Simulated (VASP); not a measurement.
# Fe (P6_3/mmc) in VASP: further runs

Fe is run at these levels: PBEsol; tasks: single point.

Everything below comes from runs of VASP 6.6.1. Logs are shortened: lines on timing, memory, paths and dates and some standing lists are left out, and cuts for length are marked.

### 1 The cell of the first run

The structure is hexagonal, space group P6_3/mmc (No. 194). The conventional cell has a = 2.418 Å, b = 2.418 Å, c = 3.816 Å, α = 90.00°, β = 90.00°, γ = 120.00°. Within 3.1 Å of Fe (site symmetry -6m2) lie 12 Fe at 2.36 to 2.42 Å.

### 2 Single point, PBEsol (volume scaled by 0.98)

Input file INCAR:

```
ALGO     = Normal         # electronic algorithm
EDIFF    = 1E-7           # SCF threshold, eV
ENCUT    = 520            # plane-wave cutoff, eV
GGA      = PS             # functional
ISIF     = 2              # what is computed and relaxed
ISMEAR   = -1             # smearing method
LASPH    = True           # aspherical terms in the spheres
LCHARG   = True           # write CHGCAR
LELF     = True           # ELF
LREAL    = False          # projectors in reciprocal space
LVHAR    = True         
LWAVE    = False          # write WAVECAR
NBANDS   = 15             # bands
NELM     = 100            # most SCF steps
PREC     = Accurate       # precision mode
SIGMA    = 0.08           # smearing width, eV
```

Input file KPOINTS:

```
k-points
0
Gamma
  17 17 10
```

Input file POSCAR:

```
Fe
1.0
    2.4178204650      0.0000000000      0.0000000000
   -1.2089102325      2.0938939445      0.0000000000
    0.0000000000      0.0000000000      3.8161488980
Fe
2
Direct
    0.3333333333      0.6666666667      0.2500000000
    0.6666666667      0.3333333333      0.7500000000
```

Potentials or basis: VASP PAW PBE potentials, release 64 (Fe).

On the command line:

```sh
> cat potpaw_PBE.64/Fe/POTCAR > POTCAR
> mpirun -np 1 vasp_std > vasp.out
```

OUTCAR:

```text
EDIFF = 1E-7
   ENCUT = 520
   GGA = PS
   ISIF = 2
   ISMEAR = -1
   LASPH = True
   LREAL = False
   NELM = 100
   PREC = Accurate

 ion  position               nearest neighbor table
   1  0.333  0.667  0.250-   2 2.36   2 2.36   2 2.36   2 2.36   2 2.36   2 2.36
   2  0.667  0.333  0.750-   1 2.36   1 2.36   1 2.36   1 2.36   1 2.36   1 2.36

  LATTYP: Found a hexagonal cell.
 ALAT       =     2.4178204650
 C/A-ratio  =     1.5783425417

  Lattice vectors:

 A1 = (   2.4178204650,   0.0000000000,   0.0000000000)
 A2 = (  -1.2089102325,   2.0938939445,   0.0000000000)
 A3 = (   0.0000000000,   0.0000000000,   3.8161488980)

Analysis of symmetry for initial positions (statically):
=====================================================================
 Subroutine PRICEL returns:
 Original cell was already a primitive cell.

 Routine SETGRP: Setting up the symmetry group for a
 hexagonal supercell.

 Subroutine GETGRP returns: Found 24 space group operations
 (whereof 12 operations were pure point group operations)
 out of a pool of 24 trial point group operations.

The static configuration has the point symmetry D_3d.
 The point group associated with its full space group is D_6h.

Analysis of symmetry for dynamics (positions and initial velocities):
=====================================================================
 Subroutine PRICEL returns:
 Original cell was already a primitive cell.

 Routine SETGRP: Setting up the symmetry group for a
 hexagonal supercell.

 Subroutine GETGRP returns: Found 24 space group operations
 (whereof 12 operations were pure point group operations)
 out of a pool of 24 trial point group operations.

The dynamic configuration has the point symmetry D_3d.
 The point group associated with its full space group is D_6h.

 Subroutine INISYM returns: Found 24 space group operations
 (whereof 12 operations are pure point group operations),
 and found     1 'primitive' translations

----------------------------------------------------------------------------------------

                                     Primitive cell

  volume of cell :      19.3199

  direct lattice vectors                    reciprocal lattice vectors
     2.417820465  0.000000000  0.000000000     0.413595639  0.238789553  0.000000000
    -1.208910233  2.093893944  0.000000000     0.000000000  0.477579107  0.000000000
     0.000000000  0.000000000  3.816148898     0.000000000  0.000000000  0.262044283

  length of vectors
     2.417820465  2.417820465  3.816148898     0.477579107  0.477579107  0.262044283

  position of ions in fractional coordinates (direct lattice)
     0.333333333  0.666666667  0.250000000
     0.666666667  0.333333333  0.750000000

  ion indices of the primitive-cell ions
   primitive index   ion index
                 1           1
                 2           2

----------------------------------------------------------------------------------------

 KPOINTS: k-points

Automatic generation of k-mesh.
 Grid dimensions read from file:
 generate k-points for:   17   17   10

 Generating k-lattice:

  Cartesian coordinates                     Fractional coordinates (reciprocal lattice)
     0.024329155  0.014046444  0.000000000     0.058823529  0.000000000  0.000000000
     0.000000000  0.028092889  0.000000000     0.000000000  0.058823529  0.000000000
     0.000000000  0.000000000  0.026204428     0.000000000  0.000000000  0.100000000

  Length of vectors
     0.028092889  0.028092889  0.026204428

  Shift w.r.t. Gamma in fractional coordinates (k-lattice)
     0.000000000  0.000000000  0.000000000

 Subroutine IBZKPT returns following result:
 ===========================================

 Found    198 irreducible k-points:

 Following reciprocal coordinates:
            Coordinates               Weight
  0.000000  0.000000  0.000000      1.000000
  0.058824 -0.000000  0.000000      6.000000
  0.117647  0.000000  0.000000      6.000000
  0.176471  0.000000  0.000000      6.000000
  0.235294  0.000000  0.000000      6.000000
  0.294118 -0.000000  0.000000      6.000000
[... 16 lines left out ...]
  0.411765  0.117647  0.000000     12.000000
  0.176471  0.176471  0.000000      6.000000
 [... further k-points ...]
   k-points           NKPTS =    198   k-points in BZ     NKDIM =    198   number of bands    NBANDS=     15
   number of dos      NEDOS =    301   number of ions     NIONS =      2
   total plane-waves  NPLWV =   9072
   dimension x,y,z NGX =    18 NGY =   18 NGZ =   28
   dimension x,y,z NGXF=    36 NGYF=   36 NGZF=   56
   ions per type =               2
   NGX,Y,Z   is equivalent  to a cutoff of  12.38, 12.38, 12.20 a.u.
   NGXF,Y,Z  is equivalent  to a cutoff of  24.75, 24.75, 24.40 a.u.
 SYSTEM =  unknown system
   PREC   = accura    normal or accurate (medium, high low for compatibility)
   ISTART =      0    job   : 0-new  1-cont  2-samecut
   ICHARG =      2    charge: 1-file 2-atom 10-const
   ISPIN  =      1    spin polarized calculation?
   LNONCOLLINEAR =      F non collinear calculations
   LSORBIT =      F    spin-orbit coupling
   LASPH  =      T    aspherical Exc in radial PAW
   ENCUT  =  520.0 eV  38.22 Ry    6.18 a.u.   4.50  4.50  7.10*2*pi/ulx,y,z
   NELM   =    100;   NELMIN=  2; NELMDL= -5     # of ELM steps
   EDIFF  = 0.1E-06   stopping-criterion for ELM
   LREAL  =      F    real-space projection
   EDIFFG = 0.1E-05   stopping-criterion for IOM
   NSW    =      0    number of steps for IOM
   IBRION =     -1    ionic relax: 0-MD 1-quasi-New 2-CG
   NFREE  =      0    steps in history (QN), initial steepest desc. (CG)
   ISIF   =      2    stress and relaxation
   ISYM   =      2    0-nonsym 1-usesym 2-fastsym
   POTIM  = 0.5000    time-step for ionic-motion
   TEBEG  =    0.0;   TEEND  =   0.0 temperature during run
   PSTRESS=    0.0 pullay stress
   NELECT =      16.0000    total number of electrons
   NUPDOWN=      -1.0000    fix difference up-down
   EMIN   =  10.00;   EMAX   =-10.00  energy-range for DOS
   EFERMI =   0.00;   METHOD = LEGACY
   ISMEAR =    -1;   SIGMA  =   0.08  broadening in eV -4-tet -1-fermi 0-gaus
   EFERMI_NEDOS =   21; number of points for ismear=-14 and -15
   IALGO  =     38    algorithm
   IMIX   =      4    mixing-type and parameters
     AMIX     =   0.40;   BMIX     =  1.00
     AMIX_MAG =   1.60;   BMIX_MAG =  1.00
  volume/ion in A,a.u.               =       9.66        65.19
  Fermi-wavevector in a.u.,A,eV,Ry     =   1.537376  2.905220 32.157716  2.363525
  Thomas-Fermi vector in A             =   2.643894
   LORBIT       =      0    0 simple, 1 ext, 2 COOP (PROOUT), +10 PAW based schemes
   GGA     = PS    functional components
   LHFCALC =     F    Hartree Fock is set to
   AEXX    =    0.0000 exact exchange contribution
   IVDW    =     0    specifies the selected vdW correction
   LEPSILON=     F    determine dielectric tensor
   LRPA    =     F    only Hartree local field effects (RPA)
 non-spin polarized calculation
  energy-cutoff  :      520.00
  volume of cell :       19.32
 maximum number of plane-waves:       540
 NGX is ok and might be reduce to    18
   NGX =  9   NGY =  9   NGZ = 15

 number of electron      15.9999996 magnetization

 Free energy of the ion-electron system (eV)
  ---------------------------------------------------
  ext. energy  EPLUGINS =         0.00000000
  ---------------------------------------------------
  free energy    TOTEN  =       -17.89129599 eV

  energy without entropy =      -17.83957863  energy(sigma->0) =      -17.86543731

 E-fermi :   7.3698     XC(G=0): -14.2680

 val. band max:        7.3679041637   @ k =   0.2941  -0.0000   0.0000
 cond. band min:       7.3767779386   @ k =   0.2941  -0.0000   0.1000
 fundamental gap:      0.0088737749
 Fermi energy:         7.3697926640

 k-point     1 :       0.0000    0.0000    0.0000
  band No.  band energies     occupation
      1      -1.9061      2.00000
      2       2.0752      2.00000
      3       5.5694      2.00000
      4       5.5694      2.00000
      5       5.7228      2.00000
      6       6.0813      2.00000
      7       6.0813      2.00000
      8       6.4456      1.99998
      9       6.4456      1.99998
     10       7.9175      0.00212
     11       8.1421      0.00013
     12       8.1421      0.00013
     13      16.6981      0.00000
     14      29.6644      0.00000
     15      33.5091      0.00000

 k-point     2 :       0.0588   -0.0000    0.0000
  band No.  band energies     occupation
      1      -1.7714      2.00000
      2       2.1642      2.00000
      3       5.3721      2.00000
      4       5.6478      2.00000
      5       5.8884      2.00000
      6       6.0418      2.00000
      7       6.1499      2.00000
      8       6.3474      1.99999
      9       6.3906      1.99999
     10       7.0407      1.96781
     11       8.1692      0.00009
     12       9.1899      0.00000
     13      16.7025      0.00000
     14      29.2047      0.00000
     15      32.0381      0.00000

 k-point     3 :       0.1176    0.0000    0.0000
  band No.  band energies     occupation
      1      -1.3762      2.00000
      2       2.4098      2.00000
      3       5.0719      2.00000
      4       5.8091      2.00000
      5       5.8770      2.00000
      6       5.9072      2.00000
      7       6.1491      2.00000
      8       6.2431      2.00000
      9       6.3494      1.99999
     10       6.5436      1.99993
     11       8.2372      0.00004
     12      10.4480      0.00000
     13      16.7200      0.00000
     14      27.4970      0.00000
     15      30.8111      0.00000
[... 343 lines left out ...]
 k-point    23 :       0.4118    0.1176    0.0000
  band No.  band energies     occupation
      1       2.7101      2.00000
      2       2.8679      2.00000
      3       2.9351      2.00000
      4       4.7810      2.00000
      5       5.1649      2.00000
      6       5.6601      2.00000
      7       6.2503      2.00000
      8       8.1951      0.00007
      9       8.3227      0.00001
     10       8.4596      0.00000
     11      10.4940      0.00000
     12      13.1460      0.00000
     13      19.4228      0.00000
     14      20.0760      0.00000
     15      21.0228      0.00000

 k-point    24 :       0.1765    0.1765    0.0000
  band No.  band energies     occupation
      1       1.2085      2.00000
      2       3.4286      2.00000
      3       3.7742      2.00000
      4       3.9583      2.00000
      5       5.3151      2.00000
      6       5.7420      2.00000
      7       6.1643      2.00000
      8       6.8627      1.99647
      9       7.4845      0.38510
     10       8.0554      0.00038
     11       8.3768      0.00001
     12      15.0618      0.00000
     13      17.0812      0.00000
     14      21.2849      0.00000
     15      22.1229      0.00000

 [... further k-points ...]

------------------------ aborting loop because EDIFF is reached ----------------------------------------

  FORCE on cell =-STRESS in cart. coord.  units (eV):
  Direction    XX          YY          ZZ          XY          YZ          ZX
  --------------------------------------------------------------------------------------
  -------------------------------------------------------------------------------------
  Total        0.5661300      0.5661300      0.6928148     -0.0000000     -0.0000000      0.0000000
  in kB       46.9486101     46.9486101     57.4544538     -0.0000000     -0.0000000      0.0000000
  external PRESSURE =      50.4505580 kB  Pullay stress =       0.0000000 kB

 VOLUME and BASIS-vectors are now :
 -----------------------------------------------------------------------------
  energy-cutoff  :      520.00
  volume of cell :       19.32
      direct lattice vectors                 reciprocal lattice vectors
     2.417820465  0.000000000  0.000000000     0.413595639  0.238789553  0.000000000
    -1.208910233  2.093893944  0.000000000     0.000000000  0.477579107  0.000000000
     0.000000000  0.000000000  3.816148898     0.000000000  0.000000000  0.262044283

 POSITION                                       TOTAL-FORCE (eV/Angst)
 -----------------------------------------------------------------------------------
     -0.00000      1.39593      0.95404        -0.000000      0.000000      0.000000
      1.20891      0.69796      2.86211         0.000000      0.000000      0.000000
 -----------------------------------------------------------------------------------
    total drift:                                0.000000     -0.000000     -0.000000

  FREE ENERGIE OF THE ION-ELECTRON SYSTEM (eV)
  ---------------------------------------------------
  free  energy   TOTEN  =       -17.8912959861 eV

  energy  without entropy=      -17.8395786326  energy(sigma->0) =      -17.86543731
```

Wall time 34 s (1 thread of AMD EPYC 9R14 (Zen 4), shared host); peak memory 0.13 GiB.

Results:

* Free energy: -17.8913 eV
* Pressure: 5.0 GPa
* Band gap on the k mesh: zero (band 8 reaches 8.27 eV, above the bottom of band 9 at 6.30 eV)

Stress tensor (GPa, compression positive):
```
4.69 0.00 0.00
0.00 4.69 0.00
0.00 0.00 5.75
```

Levels at points of the mesh, in eV from the Fermi level:
```
           k point  band 5  band 6  band 7  band 8  band 9  band 10  band 11  band 12
(0.00, 0.00, 0.00)   -1.65   -1.29   -1.29   -0.92   -0.92     0.55     0.77     0.77
(0.00, 0.00, 0.50)   -1.93   -1.93   -1.93   -1.93    0.35     0.35     0.35     0.35
```

Caveat: the PAW data sets were made with another functional, which shifts forces and pressure a little; the run has no spin polarisation, though such a crystal can be magnetic. Spin polarisation is off, so any magnetic state and its effect on volume and gap are missing.

[end of part 1 of 3]
